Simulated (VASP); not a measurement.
**C: single point with r2SCAN**

C, a slab with vacuum:

```
C
1.0
     2.37936    0.00000    0.00000
    -1.18968    2.06059    0.00000
     0.00000    0.00000    9.08298
C
2
Direct
  0.33333 0.66667 0.00000
  0.66667 0.33333 0.00000
```

This cell differs from its parent crystal: ratio of the length along z to the lengths across it x 1.1, volume and fractional coordinates fixed.

```yaml
Program: VASP 6.6.1
Task: single point
Functional: r2SCAN
Potentials_or_basis: VASP PAW PBE potentials, release 64 (C)
Cutoff: 520 eV
k_mesh: 24 × 24 × 6
Occupations: gaussian, width 0.15 eV
Spin: no spin polarisation
```

```yaml
Band_gap_on_the_k_mesh: zero (filled and empty bands touch)
```

Levels at points of the mesh, in eV from the Fermi level:
```tsv
k point	band 2	band 3	band 4	band 5	band 6	band 7
(0.00, 0.00, 0.00)	-8.84	-3.19	-3.19	3.12	5.21	6.49
(0.50, 0.00, 0.00)	-14.76	-7.14	-2.74	1.85	8.76	11.76
(0.00, 0.00, 0.50)	-8.84	-3.19	-3.19	3.67	3.89	8.36
(0.50, 0.00, 0.50)	-14.76	-7.14	-2.74	1.84	8.76	12.19
```

Run time: 5 min on 1 thread of Intel(R) Xeon(R) Platinum 8375C CPU @ 2.90GHz (Ice Lake), on a shared host, peak memory 0.22 GiB.

Caveat: there is no dipole correction, which matters where the two faces differ.
